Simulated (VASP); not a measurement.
# CaAl15N15 (a cell with a defect) in VASP: further runs, part 3 of 3

VASP 6.6.1.

## Step 4: Single point, PBE

Contents of INCAR:

```
PREC = Accurate ; ENCUT = 520
EDIFF = 1E-6 ; ISMEAR = 0
SIGMA = 0.01 ; LREAL = Auto
LASPH = T ; NELM = 120
ALGO = Normal ; ISIF = 2
LWAVE = F ; LCHARG = F
GGA = PE ; NBANDS = 86
GGA_COMPAT = F ; ISYM = -1
```

Contents of KPOINTS:

```
explicit points
1
Reciprocal
  0.25000000   0.25000000   0.25000000 1
```

Contents of POSCAR:

```
CaAl15N15
1.0
    6.2595139128      0.0000000578      0.0000000000
   -3.1297570064      5.4208980350      0.0000000000
    0.0000000000      0.0000000000     10.0348065929
Al Ca N
15 1 15
Direct
    0.3405208970      0.1595444164      0.2463173978
    0.3316114823      0.1689617105      0.7568856824
    0.1658608479      0.3337827937      0.9979852424
    0.3370934708      0.6678189702      0.2471711973
    0.1695407078      0.8252531507      0.4956053310
    0.3307255180      0.6697658906      0.7537681837
    0.1631247478      0.8327314370      1.0009987732
    0.8325764372      0.1631981958      0.2471283362
    0.6751243650      0.3308230631      0.4957346230
    0.8300525028      0.1692851304      0.7538707572
    0.6669927315      0.3366352017      1.0010509384
    0.8330105523      0.6670027247      0.2515671278
    0.6616360545      0.8378754863      0.4988147042
    0.8302267023      0.6706098015      0.7466661362
    0.6658513699      0.8336553599      0.9997063679
    0.1885461998      0.3104307968      0.4968460337
    0.1725629529      0.3288357867      0.1921715939
    0.3332865008      0.1664108037      0.9446934973
    0.1649787288      0.3347113747      0.7137725804
    0.3451074711      0.6924924810      0.4305210494
    0.1642238178      0.8271386900      0.1896390117
    0.3312872682      0.6722277220      0.9438726681
    0.1676484478      0.8398039852      0.6867431279
    0.8066648844      0.1542822641      0.4304435341
    0.6728233920      0.3355603622      0.1896888225
    0.8270580177      0.1679232112      0.9438999053
    0.6613396610      0.3336275531      0.6867082308
    0.8317070725      0.6684870856      0.4423937842
    0.6704298627      0.8298550722      0.1870745201
    0.8311444244      0.6685944500      0.9371403809
    0.6639095812      0.8360083589      0.6907381514
```

Potentials or basis: VASP PAW PBE potentials, release 64 (Al, Ca_sv, N).

On the command line:

```
$ cat potpaw_PBE.64/Al/POTCAR potpaw_PBE.64/Ca_sv/POTCAR potpaw_PBE.64/N/POTCAR > POTCAR
$ mpirun -np 1 vasp_std > vasp.out
```

OUTCAR:

```text
PREC = Accurate
   ENCUT = 520
   EDIFF = 1E-6
   ISMEAR = 0
   LREAL = Auto
   LASPH = T
   NELM = 120
   ISIF = 2
   GGA = PE
   ISYM = -1

 ion  position               nearest neighbor table
   1  0.341  0.160  0.246-  25 1.89  21 1.89  17 1.91  16 3.00  11 3.03   7 3.03   4 3.07   8 3.07
                             5 3.09   9 3.09   3 3.13  12 3.13  12 3.13   8 3.19   4 3.19
   2  0.332  0.169  0.757-  19 1.85  18 1.88  23 1.92  27 1.92   3 3.01  16 3.03  11 3.05   7 3.05
                            10 3.12   6 3.12  14 3.13  14 3.13   6 3.14  10 3.14   9 3.22   5 3.22
   3  0.166  0.334  0.998-  18 1.89  22 1.91  26 1.92  17 1.95   2 3.01  10 3.05   6 3.05   8 3.08
                             4 3.09   7 3.13  11 3.13   1 3.13  15 3.13  15 3.13  11 3.13   7 3.13
   4  0.337  0.668  0.247-  20 1.84  21 1.89  29 1.91  17 1.92   5 3.05  15 3.06   1 3.07  13 3.08
                             7 3.08   3 3.09   8 3.10  12 3.11  12 3.15   8 3.16  16 3.17   1 3.19
   5  0.170  0.825  0.496-  20 1.80  28 1.91  23 1.92  16 2.98  13 3.04   4 3.05  12 3.05   1 3.09
                             9 3.09   6 3.11  14 3.12   9 3.16   2 3.22  13 3.22
   6  0.331  0.670  0.754-  19 1.86  22 1.91  31 1.91  23 1.93   3 3.05   7 3.06  15 3.06   5 3.11
                             2 3.12  13 3.12  14 3.12  10 3.13  10 3.13  14 3.14   2 3.14  16 3.24
   7  0.163  0.833  0.001-  22 1.87  21 1.89  18 1.90  30 1.91   1 3.03   2 3.05   6 3.06   4 3.08
                            12 3.09  11 3.11  15 3.12  14 3.13   3 3.13   3 3.13  15 3.14  11 3.15
   8  0.833  0.163  0.247-  24 1.85  25 1.89  29 1.91  17 1.92   9 3.05  15 3.06   1 3.07  11 3.08
                            13 3.08   3 3.08   4 3.10  12 3.11  12 3.15   4 3.16  16 3.17   1 3.19
   9  0.675  0.331  0.496-  24 1.80  28 1.91  27 1.92  16 2.98  13 3.04  12 3.05   8 3.05   1 3.09
                             5 3.09  10 3.11  14 3.12   5 3.16   2 3.22  13 3.22
  10  0.830  0.169  0.754-  19 1.86  26 1.91  31 1.91  27 1.93   3 3.05  11 3.06  15 3.07   9 3.11
                             2 3.12  14 3.12   6 3.13  13 3.13   6 3.13  14 3.14   2 3.14  16 3.24
  11  0.667  0.337  0.001-  26 1.87  25 1.89  18 1.90  30 1.91   1 3.03   2 3.05  10 3.06   8 3.08
                            12 3.09   7 3.11  15 3.11   3 3.13  14 3.13   3 3.13  15 3.14   7 3.15
  12  0.833  0.667  0.252-  29 1.88  21 1.90  25 1.90  28 1.91   9 3.05   5 3.05   7 3.09  11 3.09
                            13 3.10   4 3.11   8 3.11  15 3.11   1 3.13   1 3.13   8 3.15   4 3.15
  13  0.662  0.838  0.499-  24 1.85  20 1.85  28 1.93  31 1.93   5 3.04   9 3.04   4 3.08   8 3.08
                            14 3.08  12 3.10   6 3.12  10 3.13  16 3.14  16 3.15   9 3.22   5 3.22
[... 178 lines left out ...]
  ext. energy  EPLUGINS =         0.00000000
  ---------------------------------------------------
  free energy    TOTEN  =      -224.09762898 eV

  energy without entropy =     -224.09762898  energy(sigma->0) =     -224.09762898

 E-fermi :   7.0328     XC(G=0): -10.7959

 val. band max:        6.9154144861   @ k =   0.2500   0.2500   0.2500
 cond. band min:       8.8446870281   @ k =   0.2500   0.2500   0.2500
 fundamental gap:      1.9292725420
 Fermi energy:         7.0327925556

 k-point     1 :       0.2500    0.2500    0.2500
  band No.  band energies     occupation
      1     -31.5142      2.00000
      2     -12.9353      2.00000
      3     -12.8606      2.00000
      4     -12.7661      2.00000
      5      -8.7151      2.00000
      6      -8.2692      2.00000
[... 69 lines left out ...]
     76      12.4349      0.00000
     77      12.5626      0.00000
 [bands above 77 left out]

------------------------ aborting loop because EDIFF is reached ----------------------------------------

  FORCE on cell =-STRESS in cart. coord.  units (eV):
  Direction    XX          YY          ZZ          XY          YZ          ZX
  --------------------------------------------------------------------------------------
  -------------------------------------------------------------------------------------
  Total       11.7249114      3.1675342     12.1311325     -7.5095955      1.6188316     -2.3088040
  in kB       55.1695313     14.9042811     57.0809344    -35.3350955      7.6171304    -10.8636758
  external PRESSURE =      42.3849156 kB  Pullay stress =       0.0000000 kB

 VOLUME and BASIS-vectors are now :
 -----------------------------------------------------------------------------
  energy-cutoff  :      520.00
  volume of cell :      340.50
      direct lattice vectors                 reciprocal lattice vectors
     6.259513913  0.000000058  0.000000000     0.159756813  0.092235641  0.000000000
    -3.129757006  5.420898035  0.000000000    -0.000000002  0.184471279  0.000000000
     0.000000000  0.000000000 10.034806593     0.000000000  0.000000000  0.099653141

 POSITION                                       TOTAL-FORCE (eV/Angst)
 -----------------------------------------------------------------------------------
      1.63216      0.86487      2.47175         0.000571      0.000256     -0.002639
      1.54692      0.91592      7.59520         0.005228     -0.004363      0.010691
     -0.00645      1.80940     10.01459        -0.000510      0.000746     -0.012749
      0.01993      3.62018      2.48032         0.002538     -0.005817     -0.010255
     -1.52160      4.47361      4.97330        -0.015690     -0.009513      0.000939
     -0.02602      3.63073      7.56392         0.002944      0.006069      0.002799
[... 23 lines left out ...]
      3.11002      3.62438      9.40402         0.006319     -0.003473     -0.011494
      1.53925      4.53192      6.93142        -0.001746      0.001817      0.001200
 -----------------------------------------------------------------------------------
    total drift:                               -0.004218      0.001478     -0.010365

  FREE ENERGIE OF THE ION-ELECTRON SYSTEM (eV)
  ---------------------------------------------------
  free  energy   TOTEN  =      -224.0976289773 eV

  energy  without entropy=     -224.0976289773  energy(sigma->0) =     -224.09762898
```

stdout:

```text
POSCAR found type information on POSCAR AlCaN
 POSCAR found :  3 types and      31 ions
 scaLAPACK will be used
 LDA part: xc-table for (Slater+PW92), standard interpolation
 POSCAR, INCAR and KPOINTS ok, starting setup
 FFT: planning ... GRIDC
 FFT: planning ... GRID_SOFT
 FFT: planning ... GRID
 WAVECAR not read
 entering main loop
```

Run time: 2.9 min. Hardware: 1 thread of AMD EPYC, shared host; peak memory 0.39 GiB.

Results:

| Property | Result |
| --- | --- |
| Free energy | -224.0976 eV |
| Pressure | 4.2 GPa |
| Largest force | 0.041 eV/Å |
| Band gap on the k mesh | 1.93 eV |

Forces in eV/Å, atoms in the order of the input:
```
Al   0.001  0.000 -0.003
Al   0.005 -0.004  0.011
Al  -0.001  0.001 -0.013
Al   0.003 -0.006 -0.010
Al  -0.016 -0.010  0.001
Al   0.003  0.006  0.003
Al   0.007  0.008  0.011
Al   0.007  0.002 -0.010
Al   0.001  0.021  0.002
Al  -0.004 -0.007  0.003
Al  -0.003 -0.009  0.011
Al  -0.004  0.002 -0.004
Al   0.002 -0.003  0.001
Al  -0.002  0.000  0.006
Al  -0.010  0.006  0.009
Ca   0.035 -0.021 -0.003
N   -0.016  0.008  0.001
N    0.004 -0.003 -0.009
N   -0.004  0.003  0.038
N    0.005  0.030 -0.007
N    0.001 -0.007 -0.008
N    0.002  0.000  0.001
N    0.000  0.008 -0.001
N   -0.025 -0.019 -0.007
N    0.006  0.003 -0.008
N    0.001 -0.002  0.001
N   -0.007 -0.004 -0.001
N    0.002 -0.002  0.002
N    0.001 -0.001 -0.006
N    0.006 -0.003 -0.011
N   -0.002  0.002  0.001
```
